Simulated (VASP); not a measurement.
# Zn (Im-3m) in VASP: a series of runs

Runs on Zn. Level: PBE. Tasks: single point.

Program: VASP 6.6.1. These are calculated values, not measurements. Logs are shortened: lines on timing, memory, paths and dates and some standing lists are left out, and cuts for length are marked.

## Step 1: The cell of the first run

The structure is cubic, space group Im-3m (No. 229). The conventional cell has a = 3.048 Å, b = 3.048 Å, c = 3.048 Å, α = 90.00°, β = 90.00°, γ = 90.00°. Within 3.5 Å of Zn (site symmetry m-3m) lie 14 Zn at 2.64 to 3.05 Å.

## Step 2: Single point, PBE

Contents of INCAR:

```
ALGO     = Normal         # electronic algorithm
EDIFF    = 1E-6           # SCF threshold, eV
ENCUT    = 520            # plane-wave cutoff, eV
GGA      = PE             # functional
ISIF     = 2              # what is computed and relaxed
ISMEAR   = -1             # smearing method
LASPH    = True           # aspherical terms in the spheres
LCHARG   = False          # write CHGCAR
LREAL    = False          # projectors in reciprocal space
LWAVE    = False          # write WAVECAR
NBANDS   = 12             # bands
NELM     = 100            # most SCF steps
PREC     = Accurate       # precision mode
SIGMA    = 0.1            # smearing width, eV
```

Contents of KPOINTS:

```
k-points
0
Gamma
  18 18 18
```

Contents of POSCAR:

```
Zn
1.0
   -1.5238464765      1.5238464765      1.5238464765
    1.5238464765     -1.5238464765      1.5238464765
    1.5238464765      1.5238464765     -1.5238464765
Zn
1
Direct
    0.0000000000      0.0000000000      0.0000000000
```

Potentials or basis: VASP PAW PBE potentials, release 64 (Zn).

Run with:

```
$ cat potpaw_PBE.64/Zn/POTCAR > POTCAR
$ mpirun -np 1 vasp_std > vasp.out
```

OUTCAR:

```text
EDIFF = 1E-6
   ENCUT = 520
   GGA = PE
   ISIF = 2
   ISMEAR = -1
   LASPH = True
   LREAL = False
   NELM = 100
   PREC = Accurate

 ion  position               nearest neighbor table
   1  0.000  0.000  0.000-

  LATTYP: Found a body centered cubic cell.
 ALAT       =     3.0476929530

  Lattice vectors:

 A1 = (  -1.5238464765,   1.5238464765,   1.5238464765)
 A2 = (   1.5238464765,  -1.5238464765,   1.5238464765)
 A3 = (   1.5238464765,   1.5238464765,  -1.5238464765)

Analysis of symmetry for initial positions (statically):
=====================================================================
 Subroutine PRICEL returns:
 Original cell was already a primitive cell.

 Routine SETGRP: Setting up the symmetry group for a
 body centered cubic supercell.

 Subroutine GETGRP returns: Found 48 space group operations
 (whereof 48 operations were pure point group operations)
 out of a pool of 48 trial point group operations.

The static configuration has the point symmetry O_h .

Analysis of symmetry for dynamics (positions and initial velocities):
=====================================================================
 Subroutine PRICEL returns:
 Original cell was already a primitive cell.

 Routine SETGRP: Setting up the symmetry group for a
 body centered cubic supercell.

 Subroutine GETGRP returns: Found 48 space group operations
 (whereof 48 operations were pure point group operations)
 out of a pool of 48 trial point group operations.

The dynamic configuration has the point symmetry O_h .

 Subroutine INISYM returns: Found 48 space group operations
 (whereof 48 operations are pure point group operations),
 and found     1 'primitive' translations

----------------------------------------------------------------------------------------

                                     Primitive cell

  volume of cell :      14.1541

  direct lattice vectors                    reciprocal lattice vectors
    -1.523846476  1.523846476  1.523846476     0.000000000  0.328117043  0.328117043
     1.523846476 -1.523846476  1.523846476     0.328117043  0.000000000  0.328117043
     1.523846476  1.523846476 -1.523846476     0.328117043  0.328117043  0.000000000

  length of vectors
     2.639379520  2.639379520  2.639379520     0.464027572  0.464027572  0.464027572

  position of ions in fractional coordinates (direct lattice)
     0.000000000  0.000000000  0.000000000
[... 81 lines left out ...]
   NFREE  =      0    steps in history (QN), initial steepest desc. (CG)
   ISIF   =      2    stress and relaxation
   ISYM   =      2    0-nonsym 1-usesym 2-fastsym
   POTIM  = 0.5000    time-step for ionic-motion
   TEBEG  =    0.0;   TEEND  =   0.0 temperature during run
   PSTRESS=    0.0 pullay stress
   NELECT =      12.0000    total number of electrons
   NUPDOWN=      -1.0000    fix difference up-down
   EMIN   =  10.00;   EMAX   =-10.00  energy-range for DOS
   EFERMI =   0.00;   METHOD = LEGACY
   ISMEAR =    -1;   SIGMA  =   0.10  broadening in eV -4-tet -1-fermi 0-gaus
   EFERMI_NEDOS =   21; number of points for ismear=-14 and -15
   IALGO  =     38    algorithm
   IMIX   =      4    mixing-type and parameters
     AMIX     =   0.40;   BMIX     =  1.00
     AMIX_MAG =   1.60;   BMIX_MAG =  1.00
  volume/ion in A,a.u.               =      14.15        95.52
  Fermi-wavevector in a.u.,A,eV,Ry     =   1.549437  2.928012 32.664272  2.400756
  Thomas-Fermi vector in A             =   2.654244
   LORBIT       =      0    0 simple, 1 ext, 2 COOP (PROOUT), +10 PAW based schemes
   GGA     = PE    functional components
   LHFCALC =     F    Hartree Fock is set to
   AEXX    =    0.0000 exact exchange contribution
   IVDW    =     0    specifies the selected vdW correction
   LEPSILON=     F    determine dielectric tensor
   LRPA    =     F    only Hartree local field effects (RPA)
 non-spin polarized calculation
  energy-cutoff  :      520.00
  volume of cell :       14.15
 maximum number of plane-waves:       394
   NGX =  9   NGY =  9   NGZ =  9

 number of electron      11.9999979 magnetization

 Free energy of the ion-electron system (eV)
  ---------------------------------------------------
  ext. energy  EPLUGINS =         0.00000000
  ---------------------------------------------------
  free energy    TOTEN  =        -1.00162555 eV

  energy without entropy =       -0.99140083  energy(sigma->0) =       -0.99651319

 E-fermi :   3.8155     XC(G=0): -11.9479

 val. band max:        3.8065724252   @ k =   0.3889   0.1667   0.0000
 cond. band min:       3.8457469216   @ k =  -0.3889   0.5000   0.2778
 fundamental gap:      0.0391744964
 Fermi energy:         3.8155229149

 k-point     1 :       0.0000    0.0000    0.0000
  band No.  band energies     occupation
      1      -7.3233      2.00000
      2      -4.2743      2.00000
      3      -4.2742      2.00000
      4      -4.2742      2.00000
      5      -3.6948      2.00000
      6      -3.6948      2.00000
      7      24.2092      0.00000
      8      24.2092      0.00000
      9      24.2092      0.00000
     10      25.2323      0.00000
     11      25.2323      0.00000
     12      25.2323      0.00000
[... 331 lines left out ...]
 k-point    24 :       0.3889    0.1111    0.0000
  band No.  band energies     occupation
      1      -4.9423      2.00000
      2      -4.5896      2.00000
      3      -3.7577      2.00000
      4      -3.7228      2.00000
      5      -3.4597      2.00000
      6       0.1847      2.00000
      7       4.3584      0.00874
      8      13.0241      0.00000
      9      16.2072      0.00000
     10      21.5328      0.00000
     11      24.6996      0.00000
     12      29.5713      0.00000

 [... further k-points ...]

------------------------ aborting loop because EDIFF is reached ----------------------------------------

  FORCE on cell =-STRESS in cart. coord.  units (eV):
  Direction    XX          YY          ZZ          XY          YZ          ZX
  --------------------------------------------------------------------------------------
  -------------------------------------------------------------------------------------
  Total        0.6319192      0.6319192      0.6319192      0.0000000     -0.0000000     -0.0000000
  in kB       71.5300409     71.5300409     71.5300409      0.0000000     -0.0000000     -0.0000000
  external PRESSURE =      71.5300409 kB  Pullay stress =       0.0000000 kB

 VOLUME and BASIS-vectors are now :
 -----------------------------------------------------------------------------
  energy-cutoff  :      520.00
  volume of cell :       14.15
      direct lattice vectors                 reciprocal lattice vectors
    -1.523846476  1.523846476  1.523846476     0.000000000  0.328117043  0.328117043
     1.523846476 -1.523846476  1.523846476     0.328117043  0.000000000  0.328117043
     1.523846476  1.523846476 -1.523846476     0.328117043  0.328117043  0.000000000

 POSITION                                       TOTAL-FORCE (eV/Angst)
 -----------------------------------------------------------------------------------
      0.00000      0.00000      0.00000        -0.000000      0.000000     -0.000000
 -----------------------------------------------------------------------------------
    total drift:                                0.000000     -0.000000      0.000000

  FREE ENERGIE OF THE ION-ELECTRON SYSTEM (eV)
  ---------------------------------------------------
  free  energy   TOTEN  =        -1.0016255511 eV

  energy  without entropy=       -0.9914008303  energy(sigma->0) =       -0.99651319
```

stdout:

```text
POSCAR found type information on POSCAR Zn
 POSCAR found :  1 types and       1 ions
 scaLAPACK will be used
 LDA part: xc-table for (Slater+PW92), standard interpolation
 POSCAR, INCAR and KPOINTS ok, starting setup
 FFT: planning ... GRIDC
 FFT: planning ... GRID_SOFT
 FFT: planning ... GRID
 WAVECAR not read
 entering main loop
```

Run time: 12 s. Hardware: 1 thread of Intel Xeon 6975P-C (Granite Rapids), shared host; peak memory 0.14 GiB.

Results:

```
Free energy            : -1.0016 eV
Pressure               : 7.2 GPa
Band gap on the k mesh : zero (band 6 reaches 8.08 eV, above the bottom of band 7 at 2.91 eV)
```

Levels at points of the mesh, in eV from the Fermi level:
| k point | band 4 | band 5 | band 6 | band 7 | band 8 | band 9 |
| --- | --- | --- | --- | --- | --- | --- |
| (0.00, 0.00, 0.00) | -8.09 | -7.51 | -7.51 | 20.39 | 20.39 | 20.39 |
| (0.50, 0.00, 0.00) | -7.47 | -7.12 | -3.09 | -0.90 | 11.95 | 13.20 |
| (0.50, 0.50, 0.50) | -7.21 | -7.21 | 4.27 | 4.27 | 4.27 | 8.45 |

## Step 3: Single point, PBE

Contents of INCAR:

```
SYSTEM = Zn
  ALGO = Normal
  EDIFF = 1E-7
  ENCUT = 520
  GGA = PE
  ISIF = 2
  ISMEAR = -1
  LASPH = .True.
  LCHARG = .False.
  LREAL = .False.
  LWAVE = .False.
  NBANDS = 12
  NELM = 80
  PREC = Accurate
  SIGMA = 0.1
```

Contents of KPOINTS:

```
k-points
0
Gamma
  18 18 18
  0 0 0
```

POSCAR is that of step 2.

Potentials or basis: VASP PAW PBE potentials, release 64 (Zn).

Run with:

```
$ cat potpaw_PBE.64/Zn/POTCAR > POTCAR
$ mpirun -np 1 vasp_std > vasp.out
```

OUTCAR:

```text
SYSTEM = Zn
   EDIFF = 1E-7
   ENCUT = 520
   GGA = PE
   ISIF = 2
   ISMEAR = -1
   LASPH = .True.
   LREAL = .False.
   NELM = 80
   PREC = Accurate

 ion  position               nearest neighbor table
   1  0.000  0.000  0.000-

  LATTYP: Found a body centered cubic cell.
 ALAT       =     3.0476929530

  Lattice vectors:

 A1 = (  -1.5238464765,   1.5238464765,   1.5238464765)
 A2 = (   1.5238464765,  -1.5238464765,   1.5238464765)
[... 538 lines left out ...]
     12      29.5713      0.00000

 [... further k-points ...]

------------------------ aborting loop because EDIFF is reached ----------------------------------------

  FORCE on cell =-STRESS in cart. coord.  units (eV):
  Direction    XX          YY          ZZ          XY          YZ          ZX
  --------------------------------------------------------------------------------------
  -------------------------------------------------------------------------------------
  Total        0.6264901      0.6264901      0.6264901      0.0000000     -0.0000000      0.0000000
  in kB       70.9154993     70.9154993     70.9154993      0.0000000     -0.0000000      0.0000000
  external PRESSURE =      70.9154993 kB  Pullay stress =       0.0000000 kB

 VOLUME and BASIS-vectors are now :
 -----------------------------------------------------------------------------
  energy-cutoff  :      520.00
  volume of cell :       14.15
      direct lattice vectors                 reciprocal lattice vectors
    -1.523846476  1.523846476  1.523846476     0.000000000  0.328117043  0.328117043
     1.523846476 -1.523846476  1.523846476     0.328117043  0.000000000  0.328117043
     1.523846476  1.523846476 -1.523846476     0.328117043  0.328117043  0.000000000

 POSITION                                       TOTAL-FORCE (eV/Angst)
 -----------------------------------------------------------------------------------
      0.00000      0.00000      0.00000         0.000000      0.000000      0.000000
 -----------------------------------------------------------------------------------
    total drift:                                0.000000     -0.000000     -0.000000

  FREE ENERGIE OF THE ION-ELECTRON SYSTEM (eV)
  ---------------------------------------------------
  free  energy   TOTEN  =        -1.0016253479 eV

  energy  without entropy=       -0.9914003840  energy(sigma->0) =       -0.99651287
```

OSZICAR:

```text
N       E                     dE             d eps       ncg     rms          rms(c)
DAV:   1     0.414208009301E+02    0.41421E+02   -0.65116E+03  4852   0.161E+03
DAV:   2     0.775283262051E-01   -0.41343E+02   -0.39111E+02  4828   0.214E+02
DAV:   3    -0.111543123914E+01   -0.11930E+01   -0.11912E+01  5416   0.357E+01
DAV:   4    -0.111785428113E+01   -0.24230E-02   -0.24230E-02  5188   0.156E+00
DAV:   5    -0.111785581921E+01   -0.15381E-05   -0.15384E-05  5276   0.387E-02    0.337E+00
DAV:   6    -0.101084454910E+01    0.10701E+00   -0.55540E-01  5256   0.152E+01    0.248E+00
DAV:   7    -0.100444003655E+01    0.64045E-02   -0.10110E-02  4952   0.198E+00    0.125E+00
DAV:   8    -0.100162305177E+01    0.28170E-02   -0.12106E-03  5916   0.517E-01    0.345E-02
DAV:   9    -0.100162612097E+01   -0.30692E-05   -0.88224E-05  6528   0.141E-01    0.232E-02
DAV:  10    -0.100162555106E+01    0.56991E-06   -0.72149E-06  4932   0.449E-02    0.130E-03
DAV:  11    -0.100162544489E+01    0.10618E-06   -0.65028E-08  3724   0.429E-03    0.514E-04
DAV:  12    -0.100162534788E+01    0.97005E-07   -0.13519E-08  2568   0.121E-03
   1 F= -.10016253E+01 E0= -.99651287E+00  d E =-.102250E-01
```

Wall time 14 s (1 thread of Intel Xeon 6975P-C (Granite Rapids), shared host); peak memory 0.14 GiB.

Results:

```
Free energy            : -1.0016 eV
Pressure               : 7.1 GPa
Band gap on the k mesh : zero (band 6 reaches 8.08 eV, above the bottom of band 7 at 2.91 eV)
```
